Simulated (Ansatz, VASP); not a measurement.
## B: VASP beside Ansatz

```xyz
6
Lattice="5.0418 0.0000 0.0000 -2.5209 4.3663 0.0000 0.0000 0.0000 1.8947" Properties=species:S:1:pos:R:3 pbc="T T T"
B     1.6561    2.8685    0.3158
B     1.7295    0.0000    0.9473
B    -0.8647    1.4978    1.5789
B    -1.6561    2.8685    0.6316
B     0.8647    1.4978    1.2631
B     3.3123    0.0000    0.0000
```

Alike in both runs: functional PBE; k mesh 6 × 6 × 6; occupations gaussian, width 0.1 eV; no spin polarisation.

Ansatz relaxed the structure, and its values are those at the end. VASP's run is a single point on that final structure, the one shown.

```csv
,VASP,Ansatz
version,VASP 6.6.1,Ansatz 0.2.0
potentials or method,"VASP PAW PBE potentials, release 64 (B), cutoff 520 eV","scalar-relativistic, plane waves, PAW"
valence electrons in the cell,18,18
```

|  | VASP | Ansatz | Ansatz less VASP |
| --- | --- | --- | --- |
| gap on the k mesh at the Fermi level (eV) | none | none | - |
| pressure (GPa) | 0.1 | 0.2 | +0.04 |
| rms of the force components (eV/Å) | 0.007 | 0.007 | -0.0007 |

A gap of «none» marks a metal or a gap that the smearing closes. The functional is the same, so the differences come from potentials, cutoffs and numerics.

The k mesh is coarse, so the values compare programs but aren't converged.
